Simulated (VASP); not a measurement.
# SnO (Pm-3m) in VASP: a series of runs, part 2 of 2

VASP 6.6.1.

**4. Relaxation of cell and atoms, PBE**

Input file INCAR:

```
SYSTEM = SnO
PREC = Accurate ; ENCUT = 600
EDIFF = 1E-6 ; ISMEAR = 0
SIGMA = 0.1 ; LREAL = .FALSE.
LASPH = .TRUE. ; NELM = 80
ALGO = Normal ; ISIF = 3
LWAVE = .FALSE. ; LCHARG = .FALSE.
GGA = PE ; IBRION = 2
NSW = 100 ; EDIFFG = -0.01
```

Input file KPOINTS:

```
Automatic mesh
0
G
  18 18 18
  0 0 0
```

Input file POSCAR:

```
SnO
1.0
    3.1313673369      0.0000000000      0.0000000000
    0.0000000000      3.1313673369      0.0000000000
    0.0000000000      0.0000000000      3.1313673369
Sn O
1 1
Direct
    0.0000000000      0.0000000000      0.0000000000
    0.5000000000      0.5000000000      0.5000000000
```

Potentials or basis: VASP PAW PBE potentials, release 64 (Sn_d, O).

On the command line:

```console
$ cat potpaw_PBE.64/Sn_d/POTCAR potpaw_PBE.64/O/POTCAR > POTCAR
$ mpirun -np 1 vasp_std > vasp.out
```

OUTCAR:

```text
SYSTEM = SnO
   PREC = Accurate
   ENCUT = 600
   EDIFF = 1E-6
   ISMEAR = 0
   LREAL = .FALSE.
   LASPH = .TRUE.
   NELM = 80
   ISIF = 3
   GGA = PE
   IBRION = 2
   NSW = 100
   EDIFFG = -0.01

 ion  position               nearest neighbor table
   1  0.000  0.000  0.000-   2 2.71   2 2.71   2 2.71   2 2.71   2 2.71   2 2.71   2 2.71   2 2.71

   2  0.500  0.500  0.500-   1 2.71   1 2.71   1 2.71   1 2.71   1 2.71   1 2.71   1 2.71   1 2.71

  LATTYP: Found a simple cubic cell.
 ALAT       =     3.1313673369

  Lattice vectors:

 A1 = (   3.1313673369,   0.0000000000,   0.0000000000)
 A2 = (   0.0000000000,   3.1313673369,   0.0000000000)
 A3 = (   0.0000000000,   0.0000000000,   3.1313673369)

Analysis of symmetry for initial positions (statically):
=====================================================================
 Subroutine PRICEL returns:
 Original cell was already a primitive cell.

 Routine SETGRP: Setting up the symmetry group for a
 simple cubic supercell.

 Subroutine GETGRP returns: Found 48 space group operations
 (whereof 48 operations were pure point group operations)
 out of a pool of 48 trial point group operations.

The static configuration has the point symmetry O_h .

Analysis of symmetry for dynamics (positions and initial velocities):
=====================================================================
 Subroutine PRICEL returns:
 Original cell was already a primitive cell.

 Routine SETGRP: Setting up the symmetry group for a
 simple cubic supercell.

 Subroutine GETGRP returns: Found 48 space group operations
 (whereof 48 operations were pure point group operations)
 out of a pool of 48 trial point group operations.

The dynamic configuration has the point symmetry O_h .

 Subroutine INISYM returns: Found 48 space group operations
 (whereof 48 operations are pure point group operations),
 and found     1 'primitive' translations

[... 122 lines left out ...]
   IVDW    =     0    specifies the selected vdW correction
   LEPSILON=     F    determine dielectric tensor
   LRPA    =     F    only Hartree local field effects (RPA)
 conjugate gradient relaxation of ions
 non-spin polarized calculation
 Gauss-broadening in eV      SIGMA  =   0.10
  energy-cutoff  :      600.00
  volume of cell :       30.70
 maximum number of plane-waves:      1064
 NGX is ok and might be reduce to    28
   NGX = 13   NGY = 13   NGZ = 13

 number of electron      19.9999998 magnetization

 Free energy of the ion-electron system (eV)
  ---------------------------------------------------
  ext. energy  EPLUGINS =         0.00000000
  ---------------------------------------------------
  free energy    TOTEN  =        -9.84293122 eV

  energy without entropy =       -9.84225055  energy(sigma->0) =       -9.84259089

 E-fermi :   8.1212     XC(G=0): -11.2687

 val. band max:        8.1206350132   @ k =   0.5000   0.1111   0.0556
 cond. band min:       8.1679627225   @ k =   0.5000   0.4444   0.4444
 fundamental gap:      0.0473277093
 Fermi energy:         8.1211840354

 k-point     1 :       0.0000    0.0000    0.0000
  band No.  band energies     occupation
      1     -13.6957      2.00000
      2     -13.6957      2.00000
      3     -13.3467      2.00000
      4     -13.3467      2.00000
      5     -13.3467      2.00000
      6      -9.8624      2.00000
      7       0.5617      2.00000
      8       5.6011      2.00000
      9       5.6011      2.00000
     10       5.6011      2.00000
     11      15.9770      0.00000
     12      15.9770      0.00000
     13      15.9770      0.00000
     14      16.0737      0.00000
[... 377 lines left out ...]
      1     -13.6631      2.00000
      2     -13.4953      2.00000
      3     -13.4318      2.00000
      4     -13.4103      2.00000
      5     -13.3508      2.00000
      6      -9.3086      2.00000
      7      -0.2646      2.00000
      8       5.0538      2.00000
      9       6.1704      2.00000
     10       7.1327      2.00000
     11      10.0360      0.00000
     12      14.0483      0.00000
     13      15.5452      0.00000
     14      18.4392      0.00000

 [... further k-points ...]

------------------------ aborting loop because EDIFF is reached ----------------------------------------

  FORCE on cell =-STRESS in cart. coord.  units (eV):
  Direction    XX          YY          ZZ          XY          YZ          ZX
  --------------------------------------------------------------------------------------
  -------------------------------------------------------------------------------------
  Total       -0.0098524     -0.0098524     -0.0098524      0.0000000      0.0000000      0.0000000
  in kB       -0.5141033     -0.5141033     -0.5141033      0.0000000      0.0000000      0.0000000
  external PRESSURE =      -0.5141033 kB  Pullay stress =       0.0000000 kB

 VOLUME and BASIS-vectors are now :
 -----------------------------------------------------------------------------
  energy-cutoff  :      600.00
  volume of cell :       30.70
      direct lattice vectors                 reciprocal lattice vectors
     3.131367337  0.000000000  0.000000000     0.319349311  0.000000000  0.000000000
     0.000000000  3.131367337  0.000000000     0.000000000  0.319349311  0.000000000
     0.000000000  0.000000000  3.131367337     0.000000000  0.000000000  0.319349311

 POSITION                                       TOTAL-FORCE (eV/Angst)
 -----------------------------------------------------------------------------------
      0.00000      0.00000      0.00000         0.000000      0.000000      0.000000
      1.56568      1.56568      1.56568         0.000000      0.000000      0.000000
 -----------------------------------------------------------------------------------
    total drift:                               -0.000000      0.000000      0.000000

  FREE ENERGIE OF THE ION-ELECTRON SYSTEM (eV)
  ---------------------------------------------------
  free  energy   TOTEN  =        -9.8429312244 eV

  energy  without entropy=       -9.8422505468  energy(sigma->0) =       -9.84259089

 reached required accuracy - stopping structural energy minimisation
```

OSZICAR:

```text
N       E                     dE             d eps       ncg     rms          rms(c)
DAV:   1     0.159451577706E+03    0.15945E+03   -0.11733E+04  6266   0.240E+03
DAV:   2     0.334913025665E+01   -0.15610E+03   -0.15105E+03  6820   0.478E+02
DAV:   3    -0.114621832627E+02   -0.14811E+02   -0.14668E+02  7288   0.125E+02
DAV:   4    -0.117861754675E+02   -0.32399E+00   -0.32383E+00  6862   0.201E+01
DAV:   5    -0.117949052883E+02   -0.87298E-02   -0.87297E-02  8136   0.328E+00    0.809E+00
DAV:   6    -0.101562595921E+02    0.16386E+01   -0.12993E+01  7898   0.519E+01    0.519E+00
DAV:   7    -0.987043561875E+01    0.28582E+00   -0.20375E+00  7016   0.959E+00    0.134E+00
DAV:   8    -0.984277329304E+01    0.27662E-01   -0.17402E-01  6712   0.391E+00    0.190E-01
DAV:   9    -0.984285257679E+01   -0.79284E-04   -0.48404E-03  7114   0.700E-01    0.867E-02
DAV:  10    -0.984299916514E+01   -0.14659E-03   -0.78679E-04  7636   0.512E-01    0.437E-02
DAV:  11    -0.984293647895E+01    0.62686E-04   -0.27124E-04  7626   0.268E-01    0.189E-02
DAV:  12    -0.984293120692E+01    0.52720E-05   -0.24906E-05  7618   0.466E-02    0.448E-03
DAV:  13    -0.984293122439E+01   -0.17470E-07   -0.28142E-06  5014   0.152E-02
   1 F= -.98429312E+01 E0= -.98425909E+01  d E =-.984293E+01
```

CONTCAR:

```text
SnO
   1.00000000000000
     3.1313673368999999    0.0000000000000000    0.0000000000000000
     0.0000000000000000    3.1313673368999999    0.0000000000000000
     0.0000000000000000    0.0000000000000000    3.1313673368999999
  Sn              O
     1     1
Direct
     0.0000000000000000    0.0000000000000000    0.0000000000000000
     0.5000000000000000    0.5000000000000000    0.5000000000000000

  0.00000000E+00  0.00000000E+00  0.00000000E+00
  0.00000000E+00  0.00000000E+00  0.00000000E+00
```

Wall time 49 s (1 thread of Intel Xeon 6975P-C (Granite Rapids), shared host); peak memory 0.25 GiB.

Results:

* Free energy: -9.8429 eV
* Pressure after relaxing: -0.1 GPa
* Band gap on the k mesh: zero (bands 10 and 11 overlap by 0.07 eV)

Final structure:
```
Sn O
1.0
     3.13137    0.00000    0.00000
     0.00000    3.13137    0.00000
     0.00000    0.00000    3.13137
Sn O
1 1
Direct
  0.00000 0.00000 0.00000
  0.50000 0.50000 0.50000
```

Caveat: the relaxation stopped at its first step, so nothing moved; semilocal functionals underestimate gaps, so a narrow gap can read as zero; spin-orbit coupling is left out, which moves the levels of the heavy elements.

**5. The runs side by side**

```tsv
task	cell	k mesh	cutoff (eV)	smearing	gap on the mesh (eV)	pressure (GPa)
single point	a = 3.132 Å, 2 atoms	18 × 18 × 18	520	gaussian 0.1 eV	none	-0.1
relaxation of cell and atoms	relaxed from a = 3.158 Å, 2 atoms	12 × 12 × 12	600	gaussian 0.02 eV	none	0.0
relaxation of cell and atoms	relaxed from a = 3.131 Å, 2 atoms	18 × 18 × 18	600	gaussian 0.1 eV	none	-0.1
```

Alike in all rows: level PBE; potentials or basis VASP PAW PBE potentials, release 64 (Sn_d, O); no spin polarisation.

Caveats: semilocal functionals underestimate gaps, so a narrow gap can read as zero; spin-orbit coupling is left out, which moves the levels of the heavy elements; the relaxation stopped at its first step, so nothing moved (at least some runs).

Total energies depend on the potentials used, so only differences within one code and one set of settings carry meaning.
